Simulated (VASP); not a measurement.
A run of VASP 6.6.1:

Contents of INCAR:

```
ALGO = Normal ; DIPOL = 0.5 0.5 0.500
EDIFF = 1E-6 ; ENCUT = 520
GGA = PE ; IDIPOL = 3
ISIF = 2 ; ISMEAR = 0
IVDW = 12 ; LASPH = True
LCHARG = True ; LDIPOL = True
LELF = True ; LREAL = False
LVACPOTAV = True ; LVHAR = True
LWAVE = False ; NBANDS = 20
NELM = 80 ; PREC = Accurate
SIGMA = 0.02
```

The input KPOINTS:

```
k-points
0
Gamma
  9 9 1
```

POSCAR

```
WSe2
1.0
    3.1540000000      0.0000000000      0.0000000000
   -1.5770000000      2.7314441236      0.0000000000
    0.0000000000      0.0000000000     32.7373831004
Se W
2 1
Direct
    0.3333333333      0.6666666667      0.4512178480
    0.3333333333      0.6666666667      0.5487821520
    0.6666666667      0.3333333333      0.5000000000
```

Potentials or basis: VASP PAW PBE potentials, release 64 (Se, W_sv).

Command:

```console
$ cat potpaw_PBE.64/Se/POTCAR potpaw_PBE.64/W_sv/POTCAR > POTCAR
$ mpirun -np 1 vasp_std > vasp.out
```

Hardware: 1 thread of Intel(R) Xeon(R) 6975P-C (Granite Rapids), with other jobs on the host.

Question: How long does it take, and how much memory?

Answer: Wall time 51 s on 1 thread of Intel(R) Xeon(R) 6975P-C (Granite Rapids) (shared host), peak memory 0.4 GiB. Counts: scf iterations 21, k points 12.
